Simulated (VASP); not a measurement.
# Re (Fm-3m) in VASP: notebook

Runs on Re. Level: LDA. Tasks: single point, relaxation of cell and atoms.

Everything below comes from runs of VASP 6.6.1. Logs are shortened: lines on timing, memory, paths and dates and some standing lists are left out, and cuts for length are marked.

## (1) The cell of the first run

The structure is cubic, space group Fm-3m (No. 225). The conventional cell has a = 4.009 Å, b = 4.009 Å, c = 4.009 Å, α = 90.00°, β = 90.00°, γ = 90.00°. Within 3.7 Å of Re (site symmetry m-3m) lie 12 Re at 2.83 Å.

This isn't the form of Re at room conditions, which is hcp.

## (2) Single point, LDA (16.11 Å³/atom)

Input file INCAR:

```
SYSTEM = Re
PREC     = Accurate       ! precision mode
ENCUT    = 520            ! plane-wave cutoff, eV
EDIFF    = 1E-6           ! SCF threshold, eV
ISMEAR   = -1             ! smearing method
SIGMA    = 0.1            ! smearing width, eV
LREAL    = .FALSE.        ! projectors in reciprocal space
LASPH    = .TRUE.         ! aspherical terms in the spheres
NELM     = 80             ! most SCF steps
ALGO     = Normal         ! electronic algorithm
ISIF     = 2              ! what is computed and relaxed
LWAVE    = .FALSE.        ! write WAVECAR
LCHARG   = .TRUE.         ! write CHGCAR
LELF     = .TRUE.         ! ELF
LVHAR    = .TRUE.       
NBANDS   = 10             ! bands
```

Input file KPOINTS:

```
Automatic mesh
0
G
  16 16 16
  0 0 0
```

Input file POSCAR:

```
Re
1.0
    0.0000000000      2.0044799193      2.0044799193
    2.0044799193      0.0000000000      2.0044799193
    2.0044799193      2.0044799193      0.0000000000
Re
1
Direct
    0.0000000000      0.0000000000      0.0000000000
```

Potentials or basis: VASP PAW LDA potentials, release 64 (Re).

Run with:

```sh
> cat potpaw_LDA.64/Re/POTCAR > POTCAR
> mpirun -np 1 vasp_std > vasp.out
```

OUTCAR:

```text
SYSTEM = Re
   PREC = Accurate
   ENCUT = 520
   EDIFF = 1E-6
   ISMEAR = -1
   LREAL = .FALSE.
   LASPH = .TRUE.
   NELM = 80
   ISIF = 2

 ion  position               nearest neighbor table
   1  0.000  0.000  0.000-

  LATTYP: Found a face centered cubic cell.
 ALAT       =     4.0089598386

  Lattice vectors:

 A1 = (   0.0000000000,   2.0044799193,   2.0044799193)
 A2 = (   2.0044799193,   0.0000000000,   2.0044799193)
 A3 = (   2.0044799193,   2.0044799193,   0.0000000000)

Analysis of symmetry for initial positions (statically):
=====================================================================
 Subroutine PRICEL returns:
 Original cell was already a primitive cell.

 Routine SETGRP: Setting up the symmetry group for a
 face centered cubic supercell.

 Subroutine GETGRP returns: Found 48 space group operations
 (whereof 48 operations were pure point group operations)
 out of a pool of 48 trial point group operations.

The static configuration has the point symmetry O_h .

Analysis of symmetry for dynamics (positions and initial velocities):
=====================================================================
 Subroutine PRICEL returns:
 Original cell was already a primitive cell.

 Routine SETGRP: Setting up the symmetry group for a
 face centered cubic supercell.

 Subroutine GETGRP returns: Found 48 space group operations
 (whereof 48 operations were pure point group operations)
 out of a pool of 48 trial point group operations.

The dynamic configuration has the point symmetry O_h .

 Subroutine INISYM returns: Found 48 space group operations
 (whereof 48 operations are pure point group operations),
 and found     1 'primitive' translations

----------------------------------------------------------------------------------------

                                     Primitive cell

  volume of cell :      16.1078

  direct lattice vectors                    reciprocal lattice vectors
     0.000000000  2.004479919  2.004479919    -0.249441262  0.249441262  0.249441262
     2.004479919  0.000000000  2.004479919     0.249441262 -0.249441262  0.249441262
     2.004479919  2.004479919  0.000000000     0.249441262  0.249441262 -0.249441262

  length of vectors
     2.834762687  2.834762687  2.834762687     0.432044939  0.432044939  0.432044939

  position of ions in fractional coordinates (direct lattice)
     0.000000000  0.000000000  0.000000000

  ion indices of the primitive-cell ions
   primitive index   ion index
                 1           1

----------------------------------------------------------------------------------------

 KPOINTS: Automatic mesh

Automatic generation of k-mesh.
 Grid dimensions read from file:
 generate k-points for:   16   16   16

 Generating k-lattice:

  Cartesian coordinates                     Fractional coordinates (reciprocal lattice)
    -0.015590079  0.015590079  0.015590079     0.062500000  0.000000000  0.000000000
     0.015590079 -0.015590079  0.015590079     0.000000000  0.062500000  0.000000000
     0.015590079  0.015590079 -0.015590079     0.000000000  0.000000000  0.062500000

  Length of vectors
     0.027002809  0.027002809  0.027002809

  Shift w.r.t. Gamma in fractional coordinates (k-lattice)
     0.000000000  0.000000000  0.000000000

 Subroutine IBZKPT returns following result:
 ===========================================

 Found    145 irreducible k-points:

 Following reciprocal coordinates:
            Coordinates               Weight
  0.000000  0.000000  0.000000      1.000000
  0.062500  0.000000  0.000000      8.000000
  0.125000  0.000000  0.000000      8.000000
  0.187500  0.000000  0.000000      8.000000
  0.250000  0.000000  0.000000      8.000000
  0.312500  0.000000  0.000000      8.000000
[... 16 lines left out ...]
 -0.125000  0.062500  0.000000     24.000000
 -0.062500  0.062500  0.000000     12.000000
 [... further k-points ...]
   k-points           NKPTS =    145   k-points in BZ     NKDIM =    145   number of bands    NBANDS=     10
   number of dos      NEDOS =    301   number of ions     NIONS =      1
   total plane-waves  NPLWV =  13824
   dimension x,y,z NGX =    24 NGY =   24 NGZ =   24
   dimension x,y,z NGXF=    48 NGYF=   48 NGZF=   48
   ions per type =               1
   NGX,Y,Z   is equivalent  to a cutoff of  14.07, 14.07, 14.07 a.u.
   NGXF,Y,Z  is equivalent  to a cutoff of  28.15, 28.15, 28.15 a.u.
 SYSTEM =  Re
   PREC   = accura    normal or accurate (medium, high low for compatibility)
   ISTART =      0    job   : 0-new  1-cont  2-samecut
   ICHARG =      2    charge: 1-file 2-atom 10-const
   ISPIN  =      1    spin polarized calculation?
   LNONCOLLINEAR =      F non collinear calculations
   LSORBIT =      F    spin-orbit coupling
   LASPH  =      T    aspherical Exc in radial PAW
   ENCUT  =  520.0 eV  38.22 Ry    6.18 a.u.   5.27  5.27  5.27*2*pi/ulx,y,z
   NELM   =     80;   NELMIN=  2; NELMDL= -5     # of ELM steps
   EDIFF  = 0.1E-05   stopping-criterion for ELM
   LREAL  =      F    real-space projection
   EDIFFG = 0.1E-04   stopping-criterion for IOM
   NSW    =      0    number of steps for IOM
   IBRION =     -1    ionic relax: 0-MD 1-quasi-New 2-CG
   NFREE  =      0    steps in history (QN), initial steepest desc. (CG)
   ISIF   =      2    stress and relaxation
   ISYM   =      2    0-nonsym 1-usesym 2-fastsym
   POTIM  = 0.5000    time-step for ionic-motion
   TEBEG  =    0.0;   TEEND  =   0.0 temperature during run
   PSTRESS=    0.0 pullay stress
   NELECT =       7.0000    total number of electrons
   NUPDOWN=      -1.0000    fix difference up-down
   EMIN   =  10.00;   EMAX   =-10.00  energy-range for DOS
   EFERMI =   0.00;   METHOD = LEGACY
   ISMEAR =    -1;   SIGMA  =   0.10  broadening in eV -4-tet -1-fermi 0-gaus
   EFERMI_NEDOS =   21; number of points for ismear=-14 and -15
   IALGO  =     38    algorithm
   IMIX   =      4    mixing-type and parameters
     AMIX     =   0.40;   BMIX     =  1.00
     AMIX_MAG =   1.60;   BMIX_MAG =  1.00
  volume/ion in A,a.u.               =      16.11       108.70
  Fermi-wavevector in a.u.,A,eV,Ry     =   1.240021  2.343300 20.921036  1.537653
  Thomas-Fermi vector in A             =   2.374480
   LORBIT       =      0    0 simple, 1 ext, 2 COOP (PROOUT), +10 PAW based schemes
   GGA     = CA    functional components
   LHFCALC =     F    Hartree Fock is set to
   AEXX    =    0.0000 exact exchange contribution
   IVDW    =     0    specifies the selected vdW correction
   LEPSILON=     F    determine dielectric tensor
   LRPA    =     F    only Hartree local field effects (RPA)
 non-spin polarized calculation
  energy-cutoff  :      520.00
  volume of cell :       16.11
 maximum number of plane-waves:       448
 NGX is ok and might be reduce to    24
   NGX = 11   NGY = 11   NGZ = 11

 number of electron       7.0000000 magnetization

 Free energy of the ion-electron system (eV)
  ---------------------------------------------------
  ext. energy  EPLUGINS =         0.00000000
  ---------------------------------------------------
  free energy    TOTEN  =       -13.51086136 eV

  energy without entropy =      -13.48219382  energy(sigma->0) =      -13.49652759

 E-fermi :   6.9865     XC(G=0): -13.3588

 val. band max:        6.9646233308   @ k =   0.1875   0.1250   0.0000
 cond. band min:       7.0158137570   @ k =  -0.2500   0.3125   0.0625
 fundamental gap:      0.0511904262
 Fermi energy:         6.9865172430

 k-point     1 :       0.0000    0.0000    0.0000
  band No.  band energies     occupation
      1      -2.4292      2.00000
      2       5.2957      2.00000
      3       5.2957      2.00000
      4       5.2957      2.00000
      5       8.0553      0.00005
      6       8.0553      0.00005
      7      20.8854      0.00000
      8      25.9858      0.00000
      9      25.9858      0.00000
     10      25.9858      0.00000

 k-point     2 :       0.0625    0.0000    0.0000
  band No.  band energies     occupation
      1      -2.2647      2.00000
      2       5.1894      2.00000
      3       5.3713      2.00000
      4       5.3713      2.00000
      5       7.9985      0.00008
      6       7.9985      0.00008
      7      21.1973      0.00000
      8      25.1408      0.00000
      9      26.2787      0.00000
     10      26.2787      0.00000

 k-point     3 :       0.1250    0.0000    0.0000
  band No.  band energies     occupation
      1      -1.7918      2.00000
      2       4.9251      2.00000
      3       5.5598      2.00000
      4       5.5598      2.00000
      5       7.8862      0.00025
      6       7.8862      0.00025
      7      22.0165      0.00000
      8      23.6601      0.00000
      9      27.1230      0.00000
     10      27.1230      0.00000

 k-point     4 :       0.1875    0.0000    0.0000
  band No.  band energies     occupation
      1      -1.0816      2.00000
      2       4.6445      2.00000
      3       5.7284      1.99999
      4       5.7284      1.99999
      5       7.8934      0.00023
      6       7.8934      0.00023
      7      21.9289      0.00000
      8      23.3352      0.00000
      9      28.4218      0.00000
     10      28.4218      0.00000
[... 222 lines left out ...]
 k-point    22 :      -0.1875    0.0625    0.0000
  band No.  band energies     occupation
      1      -0.6793      2.00000
      2       4.4629      2.00000
      3       5.7516      1.99999
      4       5.8675      1.99997
      5       7.4972      0.01204
      6       8.4298      0.00000
      7      21.6708      0.00000
      8      23.7791      0.00000
      9      27.6734      0.00000
     10      29.9537      0.00000

 k-point    23 :      -0.1250    0.0625    0.0000
  band No.  band energies     occupation
      1      -1.4382      2.00000
      2       4.7111      2.00000
      3       5.7036      1.99999
      4       5.7039      1.99999
      5       7.5219      0.00942
      6       8.1548      0.00002
      7      22.5684      0.00000
      8      23.2296      0.00000
      9      26.7385      0.00000
     10      28.2464      0.00000

 k-point    24 :      -0.0625    0.0625    0.0000
  band No.  band energies     occupation
      1      -1.9965      2.00000
      2       5.0046      2.00000
      3       5.4788      2.00000
      4       5.5239      2.00000
      5       7.7656      0.00083
      6       8.0737      0.00004
      7      21.6913      0.00000
      8      24.4085      0.00000
      9      26.2105      0.00000
     10      27.0131      0.00000

 [... further k-points ...]

------------------------ aborting loop because EDIFF is reached ----------------------------------------

  FORCE on cell =-STRESS in cart. coord.  units (eV):
  Direction    XX          YY          ZZ          XY          YZ          ZX
  --------------------------------------------------------------------------------------
  -------------------------------------------------------------------------------------
  Total       -3.5218452     -3.5218452     -3.5218452      0.0000000     -0.0000000      0.0000000
  in kB     -350.3045006   -350.3045006   -350.3045006      0.0000000     -0.0000000      0.0000000
  external PRESSURE =    -350.3045006 kB  Pullay stress =       0.0000000 kB

 VOLUME and BASIS-vectors are now :
 -----------------------------------------------------------------------------
  energy-cutoff  :      520.00
  volume of cell :       16.11
      direct lattice vectors                 reciprocal lattice vectors
     0.000000000  2.004479919  2.004479919    -0.249441262  0.249441262  0.249441262
     2.004479919  0.000000000  2.004479919     0.249441262 -0.249441262  0.249441262
     2.004479919  2.004479919  0.000000000     0.249441262  0.249441262 -0.249441262

 POSITION                                       TOTAL-FORCE (eV/Angst)
 -----------------------------------------------------------------------------------
      0.00000      0.00000      0.00000        -0.000000      0.000000     -0.000000
 -----------------------------------------------------------------------------------
    total drift:                               -0.000000      0.000000     -0.000000

  FREE ENERGIE OF THE ION-ELECTRON SYSTEM (eV)
  ---------------------------------------------------
  free  energy   TOTEN  =       -13.5108613616 eV

  energy  without entropy=      -13.4821938201  energy(sigma->0) =      -13.49652759
```

It took 33 s on 1 thread of AMD EPYC 7R43 (Zen 3), shared host; peak memory 0.11 GiB.

Results:

```
Free energy            : -13.5109 eV
Pressure               : -35.0 GPa
Band gap on the k mesh : zero (an odd number of electrons rules out a gap without spin polarisation)
```

Caveat: the cell stands under tension; spin-orbit coupling is left out, which moves the levels of the heavy elements.

## (3) Relaxation of cell and atoms, LDA

This run uses another cell than the first one, of 14.71 Å³/atom.

Input file INCAR:

```
SYSTEM = Re
ALGO = Normal ; EDIFF = 1E-6
EDIFFG = -0.01 ; ENCUT = 600
IBRION = 2 ; ISIF = 3
ISMEAR = -1 ; LASPH = .True.
LCHARG = .False. ; LREAL = .False.
LWAVE = .False. ; NELM = 100
NSW = 80 ; PREC = Accurate
SIGMA = 0.1
```

Input file KPOINTS:

```
k-points
0
Gamma
  14 14 14
  0 0 0
```

Input file POSCAR:

```
Re
1.0
    0.0000000000      1.9449117208      1.9449117208
    1.9449117208      0.0000000000      1.9449117208
    1.9449117208      1.9449117208      0.0000000000
Re
1
Direct
    0.0000000000      0.0000000000      0.0000000000
```

Potentials or basis: VASP PAW LDA potentials, release 64 (Re).

Run with:

```sh
> cat potpaw_LDA.64/Re/POTCAR > POTCAR
> mpirun -np 1 vasp_std > vasp.out
```

It took 35 s on 1 thread of AMD EPYC 7R43 (Zen 3), shared host; peak memory 0.12 GiB.

Results (log left out):

```
Free energy                           : -13.7064 eV
Relaxed volume                        : 14.44 Å³/atom
Relaxed cell                          : a = 2.733 Å, b = 2.733 Å, c = 2.733 Å, α = 60.00°, β = 60.00°, γ = 60.00°
Space group after relaxing (to 0.1 Å) : Fm-3m (No. 225)
Energy gained by relaxing             : 6.4 meV/atom
Ionic steps                           : 4
Pressure after relaxing               : -0.1 GPa
Band gap on the k mesh                : zero (an odd number of electrons rules out a gap without spin polarisation)
```

Step by step:
| step | energy change (eV) | largest force (eV/Å) | pressure (GPa) | volume (Å³) |
| --- | --- | --- | --- | --- |
| 1 | 0.0000 | 0.0000 | -7.40 | 14.71 |
| 2 | 0.1229 | 0.0000 | 39.59 | 13.31 |
| 3 | -0.0064 | 0.0000 | -0.28 | 14.45 |
| 4 | -0.0064 | 0.0000 | -0.06 | 14.44 |

Final structure:
```
Re
1.0
     0.00000    1.93283    1.93283
     1.93283    0.00000    1.93283
     1.93283    1.93283    0.00000
Re
1
Cartesian
  1.9328 0.0000 1.9328
```

Levels at points of the mesh, in eV from the Fermi level:
```
           k point  band 1  band 2  band 3  band 4  band 5  band 6  band 7
(0.00, 0.00, 0.00)  -10.19   -1.99   -1.99   -1.99    1.28    1.28   13.98
(0.50, 0.00, 0.00)   -7.00   -2.21   -2.21    0.38    3.93    3.93   10.28
(0.50, 0.50, 0.00)   -7.00   -6.12    3.01    3.87    4.71    4.71   12.49
```

Caveat: spin-orbit coupling is left out, which moves the levels of the heavy elements.

(Continued in part 2 of 2.)
